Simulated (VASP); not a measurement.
A run of VASP 6.6.1 is set up as follows.

INCAR

```
SYSTEM = Sb
ALGO = Normal
EDIFF = 1E-6
ENCUT = 500
GGA = PS
GGA_COMPAT = .False.
ISIF = 2
ISMEAR = 1
LASPH = .True.
LCHARG = .False.
LREAL = .False.
LWAVE = .False.
NBANDS = 8
NELM = 120
PREC = Accurate
SIGMA = 0.1
```

Contents of KPOINTS:

```
k-points
0
Gamma
  9 9 9
  0 0 0
```

File POSCAR:

```
Sb
1.0
   -1.7307309391      1.7307309391      1.7307309391
    1.7307309391     -1.7307309391      1.7307309391
    1.7307309391      1.7307309391     -1.7307309391
Sb
1
Direct
    0.0000000000      0.0000000000      0.0000000000
```

Potentials or basis: VASP PAW PBE potentials, release 64 (Sb).

Command:

```console
$ cat potpaw_PBE.64/Sb/POTCAR > POTCAR
$ mpirun -np 1 vasp_std > vasp.out
```

Problem. What does it give for the pressure?

Solution. 26.6 GPa.

Caveat: the PAW data sets were made with another functional, which shifts forces and pressure a little.
